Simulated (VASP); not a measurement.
## Sn: single point with PBE

Crystal: Sn.

```
Sn
1.0
    -2.96432    2.96432    1.61635
     2.96432   -2.96432    1.61635
     2.96432    2.96432   -1.61635
Sn
2
Cartesian
  0.0000 2.9643 0.8082
  0.0000 0.0000 0.0000
```

```yaml
Program: VASP 6.6.1
Task: single point
Functional: PBE
Potentials_or_basis: VASP PAW PBE potentials, release 64 (Sn_d)
Cutoff: 520 eV
k_mesh: 12 × 12 × 12
Occupations: gaussian, width 0.15 eV
Spin: no spin polarisation
```

| Quantity | Value |
| --- | --- |
| Pressure | -0.1 GPa |
| Band gap on the k mesh | zero (bands 14 and 15 overlap by 3.93 eV) |

Stress tensor (GPa, compression positive):
```
-0.01  0.00  0.00
 0.00 -0.01  0.00
 0.00  0.00 -0.18
```

Levels at points of the mesh, in eV from the Fermi level:
```csv
k point,band 11,band 12,band 13,band 14,band 15,band 16,band 17,band 18
"(0.00, 0.00, 0.00)",-10.80,-3.75,-1.85,-1.85,3.05,6.01,6.01,6.53
"(0.50, 0.00, 0.00)",-6.83,-5.26,-2.33,-1.59,-1.06,2.29,2.75,4.47
"(0.50, 0.50, 0.00)",-8.65,-8.65,0.61,0.61,1.51,1.51,5.81,5.81
"(0.50, 0.50, 0.50)",-7.42,-7.42,-4.55,-4.55,4.87,4.87,8.96,8.96
```

Run time: 4.7 min on 1 thread of Intel Xeon 8259CL, on a shared host, peak memory 0.31 GiB.

Caveat: spin-orbit coupling is left out, which moves the levels of the heavy elements.
